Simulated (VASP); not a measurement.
Runs of VASP 6.6.1 on AlPt. The structure is that of space group Pm-3m (No. 221), or close to it. The cells are those of the table. 

```tsv
task	cell	cutoff (eV)	gap on the mesh (eV)	pressure (GPa)	relaxed volume (Å³/atom)
single point	a = 3.060 Å, 2 atoms	520	none	-0.1	-
relaxation of cell and atoms	relaxed from a = 3.060 Å, 2 atoms	500	none	0.0	(a)
electric field gradients	a = 3.060 Å, 2 atoms	520	none	-0.1	-
single point	a = 3.060 Å, 2 atoms	500	none	0.0	-
relaxation of cell and atoms	relaxed from a = 3.092 Å, 2 atoms	500	none	0.0	14.32
```

Alike in all rows: level PBEsol; potentials or basis VASP PAW PBE potentials, release 64 (Al, Pt); no spin polarisation; k mesh 13 × 13 × 13; smearing fermi-dirac 0.05 eV.

Q: Fill in the values left out.

A: (a) 14.33.

Caveats: the PAW data sets were made with another functional, which shifts forces and pressure a little; spin-orbit coupling is left out, which moves the levels of the heavy elements.

A k mesh can miss the band edges, and the runs leave out spin-orbit coupling on Pt.

A gap of «none» marks levels without a gap at the run's occupations.
